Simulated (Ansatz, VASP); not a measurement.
**One calculation of Ca2Se, two programs**

Contents of INCAR:

```
SYSTEM = Ca2Se
PREC = Accurate ; ENCUT = 600
EDIFF = 1E-6 ; ISMEAR = 0
SIGMA = 0.1 ; LREAL = .False.
LASPH = .True. ; NELM = 80
ALGO = Normal ; ISIF = 3
LWAVE = .False. ; LCHARG = .False.
GGA = PE ; IBRION = 2
NSW = 90 ; EDIFFG = -0.04
```

File KPOINTS:

```
regular mesh
0
Gamma
  6 6 4
  0 0 0
```

The input POSCAR:

```
Ca2Se
1.0
    3.5217130300      0.0000000000      0.0000000000
   -1.7608565100      3.0498929500      0.0000000000
    0.0000000000      0.0000000000      6.5265120400
Ca Se
2 1
Direct
    0.6666666700      0.3333333300      0.7587290400
    0.3333333300      0.6666666700      0.2412709600
    0.0000000000      0.0000000000      0.0000000000
```

Input for Ansatz:

```yaml
crystal:
  lattice:
    - [3.52171303, 0.0, 0.0]
    - [-1.76085651, 3.04989295, 0.0]
    - [0.0, 0.0, 6.52651204]
  atoms:
    - { symbol: Ca, position: [0.66666667, 0.33333333, 0.75872904] }
    - { symbol: Ca, position: [0.33333333, 0.66666667, 0.24127096] }
    - { symbol: Se, position: [0.0, 0.0, 0.0] }
basis:
  ecutwfc: 420
kpoints:
  mp_grid: { grid: [6, 6, 4] }
hamiltonian:
  xc: pbe
scf:
  occupations: { method: gaussian, width: 0.1 }
  lower_state_search: "off"
output:
  forces: true
  stress: true
  eigenvalues: true
relax:
  adjacent_minimum: "off"
  f_tol: 0.04
  max_steps: 70
  cell: { stress_tol: 0.4 }
```

Change from the starting cell: species swapped into the VSe2 type (P-3m1, No. 164).

Alike in both runs: task relaxation of cell and atoms; functional PBE; k mesh 6 × 6 × 4; occupations gaussian, width 0.1 eV; no spin polarisation.

|  | VASP | Ansatz |
| --- | --- | --- |
| version | VASP 6.6.1 | Ansatz 0.2.0 |
| potentials or method | VASP PAW PBE potentials, release 64 (Ca_sv, Se), cutoff 600 eV | scalar-relativistic, plane waves, PAW |
| valence electrons in the cell | 26 | 36 |

Ansatz gave:

* gap on the k mesh at the Fermi level, each at its own relaxed structure (eV): none
* relaxed volume (Å³/atom): 32.87
* relaxed cell length with the largest relative difference (Å): 4.083

Problem. Which values does VASP return?

Solution. gap on the k mesh at the Fermi level, each at its own relaxed structure (eV): none; relaxed volume (Å³/atom): 33.28; relaxed cell length with the largest relative difference (Å): 4.115.

A gap of «none» marks a metal or a gap that the smearing closes. VASP's potentials hold 26 valence electrons a cell and Ansatz's 36, so a difference there can come from the potentials and not from the codes.

Noted on VASP's run: the volume moved by over 15 % at a fixed basis, so the end points are rough.
